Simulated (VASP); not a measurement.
# MgS (Pm-3m) in VASP: further runs

MgS is run at these levels: LDA; tasks: single point.

All numbers are computed with VASP 6.6.1; they aren't measurements. Logs are shortened: lines on timing, memory, paths and dates and some standing lists are left out, and cuts for length are marked.

## (1) The cell of the first run

The structure is cubic, space group Pm-3m (No. 221). Conventional cell: a = 3.104 Å, b = 3.104 Å, c = 3.104 Å, α = 90.00°, β = 90.00°, γ = 90.00°. Mg (site symmetry m-3m) has 8 S at 2.69 Å and 6 Mg at 3.10 Å within 3.5 Å. S (site symmetry m-3m) has 8 Mg at 2.69 Å and 6 S at 3.10 Å within 3.5 Å.

## (2) Single point, LDA

Contents of INCAR:

```
ALGO = Normal
EDIFF = 1E-6
ENCUT = 600
GGA = CA
GGA_COMPAT = False
ISIF = 2
ISMEAR = 0
LASPH = True
LCHARG = False
LREAL = False
LWAVE = False
NBANDS = 11
NELM = 120
PREC = Accurate
SIGMA = 0.05
```

Contents of KPOINTS:

```
k-points
0
Gamma
  6 6 6
```

Contents of POSCAR:

```
MgS
1.0
    3.1038350472      0.0000000000      0.0000000000
    0.0000000000      3.1038350472      0.0000000000
    0.0000000000      0.0000000000      3.1038350472
Mg S
1 1
Direct
    0.0000000000      0.0000000000      0.0000000000
    0.5000000000      0.5000000000      0.5000000000
```

Potentials or basis: VASP PAW LDA potentials, release 64 (Mg, S).

Started as:

```bash
cat potpaw_LDA.64/Mg/POTCAR potpaw_LDA.64/S/POTCAR > POTCAR
mpirun -np 1 vasp_std > vasp.out
```

OUTCAR:

```text
EDIFF = 1E-6
   ENCUT = 600
   GGA = CA
   ISIF = 2
   ISMEAR = 0
   LASPH = True
   LREAL = False
   NELM = 120
   PREC = Accurate

 ion  position               nearest neighbor table
   1  0.000  0.000  0.000-   2 2.69   2 2.69   2 2.69   2 2.69   2 2.69   2 2.69   2 2.69   2 2.69

   2  0.500  0.500  0.500-   1 2.69   1 2.69   1 2.69   1 2.69   1 2.69   1 2.69   1 2.69   1 2.69

  LATTYP: Found a simple cubic cell.
 ALAT       =     3.1038350472

  Lattice vectors:

 A1 = (   3.1038350472,   0.0000000000,   0.0000000000)
 A2 = (   0.0000000000,   3.1038350472,   0.0000000000)
 A3 = (   0.0000000000,   0.0000000000,   3.1038350472)

Analysis of symmetry for initial positions (statically):
=====================================================================
 Subroutine PRICEL returns:
 Original cell was already a primitive cell.

 Routine SETGRP: Setting up the symmetry group for a
 simple cubic supercell.

 Subroutine GETGRP returns: Found 48 space group operations
 (whereof 48 operations were pure point group operations)
 out of a pool of 48 trial point group operations.

The static configuration has the point symmetry O_h .

Analysis of symmetry for dynamics (positions and initial velocities):
=====================================================================
 Subroutine PRICEL returns:
 Original cell was already a primitive cell.

 Routine SETGRP: Setting up the symmetry group for a
 simple cubic supercell.

 Subroutine GETGRP returns: Found 48 space group operations
 (whereof 48 operations were pure point group operations)
 out of a pool of 48 trial point group operations.

The dynamic configuration has the point symmetry O_h .

 Subroutine INISYM returns: Found 48 space group operations
 (whereof 48 operations are pure point group operations),
 and found     1 'primitive' translations

----------------------------------------------------------------------------------------

                                     Primitive cell

  volume of cell :      29.9017

  direct lattice vectors                    reciprocal lattice vectors
     3.103835047  0.000000000  0.000000000     0.322182070  0.000000000  0.000000000
     0.000000000  3.103835047  0.000000000     0.000000000  0.322182070  0.000000000
     0.000000000  0.000000000  3.103835047     0.000000000  0.000000000  0.322182070

  length of vectors
     3.103835047  3.103835047  3.103835047     0.322182070  0.322182070  0.322182070

  position of ions in fractional coordinates (direct lattice)
     0.000000000  0.000000000  0.000000000
     0.500000000  0.500000000  0.500000000

  ion indices of the primitive-cell ions
   primitive index   ion index
                 1           1
                 2           2

----------------------------------------------------------------------------------------

 KPOINTS: k-points

Automatic generation of k-mesh.
 Grid dimensions read from file:
 generate k-points for:    6    6    6

 Generating k-lattice:

  Cartesian coordinates                     Fractional coordinates (reciprocal lattice)
     0.053697012  0.000000000  0.000000000     0.166666667  0.000000000  0.000000000
     0.000000000  0.053697012  0.000000000     0.000000000  0.166666667  0.000000000
     0.000000000  0.000000000  0.053697012     0.000000000  0.000000000  0.166666667

  Length of vectors
     0.053697012  0.053697012  0.053697012

  Shift w.r.t. Gamma in fractional coordinates (k-lattice)
     0.000000000  0.000000000  0.000000000

 Subroutine IBZKPT returns following result:
 ===========================================

 Found     20 irreducible k-points:

 Following reciprocal coordinates:
            Coordinates               Weight
  0.000000  0.000000  0.000000      1.000000
  0.166667  0.000000  0.000000      6.000000
  0.333333  0.000000  0.000000      6.000000
  0.500000  0.000000  0.000000      3.000000
  0.166667  0.166667  0.000000     12.000000
  0.333333  0.166667  0.000000     24.000000
[... 12 lines left out ...]
  0.500000  0.500000  0.333333      6.000000
  0.500000  0.500000  0.500000      1.000000
   k-points           NKPTS =     20   k-points in BZ     NKDIM =     20   number of bands    NBANDS=     11
   number of dos      NEDOS =    301   number of ions     NIONS =      2
   total plane-waves  NPLWV =  21952
   dimension x,y,z NGX =    28 NGY =   28 NGZ =   28
   dimension x,y,z NGXF=    56 NGYF=   56 NGZF=   56
   ions per type =               1   1
   NGX,Y,Z   is equivalent  to a cutoff of  15.00, 15.00, 15.00 a.u.
   NGXF,Y,Z  is equivalent  to a cutoff of  29.99, 29.99, 29.99 a.u.
 SYSTEM =  unknown system
   PREC   = accura    normal or accurate (medium, high low for compatibility)
   ISTART =      0    job   : 0-new  1-cont  2-samecut
   ICHARG =      2    charge: 1-file 2-atom 10-const
   ISPIN  =      1    spin polarized calculation?
   LNONCOLLINEAR =      F non collinear calculations
   LSORBIT =      F    spin-orbit coupling
   LASPH  =      T    aspherical Exc in radial PAW
   ENCUT  =  600.0 eV  44.10 Ry    6.64 a.u.   6.20  6.20  6.20*2*pi/ulx,y,z
   NELM   =    120;   NELMIN=  2; NELMDL= -5     # of ELM steps
   EDIFF  = 0.1E-05   stopping-criterion for ELM
   LREAL  =      F    real-space projection
   EDIFFG = 0.1E-04   stopping-criterion for IOM
   NSW    =      0    number of steps for IOM
   IBRION =     -1    ionic relax: 0-MD 1-quasi-New 2-CG
   NFREE  =      0    steps in history (QN), initial steepest desc. (CG)
   ISIF   =      2    stress and relaxation
   ISYM   =      2    0-nonsym 1-usesym 2-fastsym
   POTIM  = 0.5000    time-step for ionic-motion
   TEBEG  =    0.0;   TEEND  =   0.0 temperature during run
   PSTRESS=    0.0 pullay stress
   NELECT =       8.0000    total number of electrons
   NUPDOWN=      -1.0000    fix difference up-down
   EMIN   =  10.00;   EMAX   =-10.00  energy-range for DOS
   EFERMI =   0.00;   METHOD = LEGACY
   ISMEAR =     0;   SIGMA  =   0.05  broadening in eV -4-tet -1-fermi 0-gaus
   EFERMI_NEDOS =   21; number of points for ismear=-14 and -15
   IALGO  =     38    algorithm
   IMIX   =      4    mixing-type and parameters
     AMIX     =   0.40;   BMIX     =  1.00
     AMIX_MAG =   1.60;   BMIX_MAG =  1.00
  volume/ion in A,a.u.               =      14.95       100.89
  Fermi-wavevector in a.u.,A,eV,Ry     =   1.054888  1.993449 15.140398  1.112788
  Thomas-Fermi vector in A             =   2.190065
   LORBIT       =      0    0 simple, 1 ext, 2 COOP (PROOUT), +10 PAW based schemes
   GGA     = CA    functional components
   LHFCALC =     F    Hartree Fock is set to
   AEXX    =    0.0000 exact exchange contribution
   IVDW    =     0    specifies the selected vdW correction
   LEPSILON=     F    determine dielectric tensor
   LRPA    =     F    only Hartree local field effects (RPA)
 non-spin polarized calculation
 Gauss-broadening in eV      SIGMA  =   0.05
  energy-cutoff  :      600.00
  volume of cell :       29.90
 maximum number of plane-waves:      1021
 NGX is ok and might be reduce to    28
   NGX = 13   NGY = 13   NGZ = 13

 number of electron       8.0000000 magnetization

 Free energy of the ion-electron system (eV)
  ---------------------------------------------------
  ext. energy  EPLUGINS =         0.00000000
  ---------------------------------------------------
  free energy    TOTEN  =        -8.27942649 eV

  energy without entropy =       -8.27785930  energy(sigma->0) =       -8.27864290

 E-fermi :   6.8938     XC(G=0): -10.7498

 val. band max:        6.8937586625   @ k =   0.5000   0.3333   0.0000
 cond. band min:       7.1661999578   @ k =   0.5000   0.5000   0.0000
 fundamental gap:      0.2724412953
 Fermi energy:         6.8937586626

 k-point     1 :       0.0000    0.0000    0.0000
  band No.  band energies     occupation
      1      -8.2364      2.00000
      2       5.3370      2.00000
      3       5.3370      2.00000
      4       5.3370      2.00000
      5       8.5845      0.00000
      6      10.6836      0.00000
      7      10.6836      0.00000
      8      20.6065      0.00000
      9      20.6065      0.00000
     10      20.6067      0.00000
     11      20.7691      0.00000

 k-point     2 :       0.1667    0.0000    0.0000
  band No.  band energies     occupation
      1      -7.9405      2.00000
      2       3.0500      2.00000
      3       5.5286      2.00000
      4       5.5286      2.00000
      5       9.4599      0.00000
      6      11.0965      0.00000
      7      12.8718      0.00000
      8      17.7702      0.00000
      9      17.7702      0.00000
     10      19.6723      0.00000
     11      20.9520      0.00000

 k-point     3 :       0.3333    0.0000    0.0000
  band No.  band energies     occupation
      1      -7.1975      2.00000
      2       0.2986      2.00000
      3       5.9700      2.00000
      4       5.9700      2.00000
      5      10.5137      0.00000
      6      12.3071      0.00000
      7      14.8340      0.00000
      8      15.3845      0.00000
      9      15.3845      0.00000
     10      17.6486      0.00000
     11      20.4591      0.00000

 k-point     4 :       0.5000    0.0000    0.0000
  band No.  band energies     occupation
      1      -6.6880      2.00000
      2      -0.9188      2.00000
      3       6.2314      2.00000
      4       6.2314      2.00000
      5      11.2921      0.00000
      6      13.7089      0.00000
      7      14.2237      0.00000
      8      14.4439      0.00000
      9      14.4439      0.00000
     10      15.4249      0.00000
     11      22.6058      0.00000

 k-point     5 :       0.1667    0.1667    0.0000
  band No.  band energies     occupation
      1      -7.6500      2.00000
      2       3.1130      2.00000
      3       3.5429      2.00000
      4       5.7222      2.00000
      5      10.4065      0.00000
      6      12.4364      0.00000
      7      13.4984      0.00000
      8      15.7289      0.00000
      9      17.6355      0.00000
     10      18.7798      0.00000
     11      20.1031      0.00000
[... 155 lines left out ...]
 k-point    17 :       0.3333    0.3333    0.3333
  band No.  band energies     occupation
      1      -5.3441      2.00000
      2       2.1587      2.00000
      3       2.5473      2.00000
      4       2.5473      2.00000
      5       9.5309      0.00000
      6      10.0095      0.00000
      7      10.0095      0.00000
      8      16.8883      0.00000
      9      20.1609      0.00000
     10      20.5747      0.00000
     11      20.5747      0.00000

 k-point    18 :       0.5000    0.3333    0.3333
  band No.  band energies     occupation
      1      -4.9257      2.00000
      2       1.3353      2.00000
      3       2.8085      2.00000
      4       3.0072      2.00000
      5       8.4769      0.00000
      6       8.8162      0.00000
      7      10.4335      0.00000
      8      15.7258      0.00000
      9      20.6741      0.00000
     10      21.0916      0.00000
     11      22.9880      0.00000

 k-point    19 :       0.5000    0.5000    0.3333
  band No.  band energies     occupation
      1      -4.5267      2.00000
      2       1.8688      2.00000
      3       1.8688      2.00000
      4       3.3524      2.00000
      5       7.3532      0.00000
      6       9.2867      0.00000
      7       9.2867      0.00000
      8      14.4097      0.00000
      9      21.4123      0.00000
     10      23.7533      0.00000
     11      23.7533      0.00000

 k-point    20 :       0.5000    0.5000    0.5000
  band No.  band energies     occupation
      1      -4.1360      2.00000
      2       2.3402      2.00000
      3       2.3402      2.00000
      4       2.3402      2.00000
      5       8.0673      0.00000
      6       8.0673      0.00000
      7       8.0673      0.00000
      8      12.9920      0.00000
      9      25.0822      0.00000
     10      25.0822      0.00000
     11      25.0822      0.00000

------------------------ aborting loop because EDIFF is reached ----------------------------------------

  FORCE on cell =-STRESS in cart. coord.  units (eV):
  Direction    XX          YY          ZZ          XY          YZ          ZX
  --------------------------------------------------------------------------------------
  -------------------------------------------------------------------------------------
  Total        1.6925349      1.6925349      1.6925349     -0.0000000     -0.0000000      0.0000000
  in kB       90.6885209     90.6885209     90.6885209     -0.0000000     -0.0000000      0.0000000
  external PRESSURE =      90.6885209 kB  Pullay stress =       0.0000000 kB

 VOLUME and BASIS-vectors are now :
 -----------------------------------------------------------------------------
  energy-cutoff  :      600.00
  volume of cell :       29.90
      direct lattice vectors                 reciprocal lattice vectors
     3.103835047  0.000000000  0.000000000     0.322182070  0.000000000  0.000000000
     0.000000000  3.103835047  0.000000000     0.000000000  0.322182070  0.000000000
     0.000000000  0.000000000  3.103835047     0.000000000  0.000000000  0.322182070

 POSITION                                       TOTAL-FORCE (eV/Angst)
 -----------------------------------------------------------------------------------
      0.00000      0.00000      0.00000         0.000000      0.000000      0.000000
      1.55192      1.55192      1.55192         0.000000      0.000000      0.000000
 -----------------------------------------------------------------------------------
    total drift:                               -0.000000      0.000000      0.000000

  FREE ENERGIE OF THE ION-ELECTRON SYSTEM (eV)
  ---------------------------------------------------
  free  energy   TOTEN  =        -8.2794264933 eV

  energy  without entropy=       -8.2778593000  energy(sigma->0) =       -8.27864290
```

Run time: 4.5 s. Hardware: 1 thread of Intel Xeon 6975P-C (Granite Rapids), shared host; peak memory 0.13 GiB.

What came out:

```
Free energy            : -8.2794 eV
Pressure               : 9.1 GPa
Band gap on the k mesh : zero (bands 4 and 5 overlap by 0.50 eV)
```

Levels at points of the mesh, in eV from the Fermi level:
```csv
k point,band 1,band 2,band 3,band 4,band 5,band 6,band 7,band 8,band 9
"(0.00, 0.00, 0.00)",-15.13,-1.56,-1.56,-1.56,1.69,3.79,3.79,13.71,13.71
"(0.50, 0.00, 0.00)",-13.58,-7.81,-0.66,-0.66,4.40,6.82,7.33,7.55,7.55
"(0.50, 0.50, 0.00)",-12.28,-5.99,-5.99,-0.87,0.27,7.87,9.03,9.03,9.23
"(0.50, 0.50, 0.50)",-11.03,-4.55,-4.55,-4.55,1.17,1.17,1.17,6.10,18.19
```

Caveat: the cell stands under pressure; semilocal functionals underestimate gaps, so a narrow gap can read as zero.

(Continued in part 2 of 2.)
